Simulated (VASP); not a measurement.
A run of VASP 6.6.1 is set up as follows.

The input INCAR:

```
  PREC = Accurate
  ENCUT = 520
  EDIFF = 1E-7
  ISMEAR = 0
  SIGMA = 0.1
  LREAL = False
  LASPH = True
  NELM = 60
  ALGO = Normal
  ISIF = 2
  LWAVE = False
  LCHARG = False
  GGA = PE
  NBANDS = 20
```

The input KPOINTS:

```
Automatic mesh
0
Gamma
  6 6 6
```

File POSCAR:

```
P4C
1.0
   -2.6113899371      2.6113899371      2.6113899371
    2.6113899371     -2.6113899371      2.6113899371
    2.6113899371      2.6113899371     -2.6113899371
P C
4 1
Direct
    0.0000000000      0.5841872862      0.0000000000
    0.4158127138      0.4158127138      0.4158127138
    0.0000000000      0.0000000000      0.5841872862
    0.5841872862      0.0000000000      0.0000000000
    0.0000000000      0.0000000000      0.0000000000
```

Potentials or basis: VASP PAW PBE potentials, release 64 (P, C).

The run is started by

```bash
$ cat potpaw_PBE.64/P/POTCAR potpaw_PBE.64/C/POTCAR > POTCAR
$ mpirun -np 1 vasp_std > vasp.out
```

(1) What does it give for the largest force?

(2) Predict the pressure.

Results:

(1) 0.019 eV/Å.

(2) -0.6 GPa.

Caveat: this functional lacks dispersion, which holds the molecules together, so the pressure and a relaxed volume are unreliable.
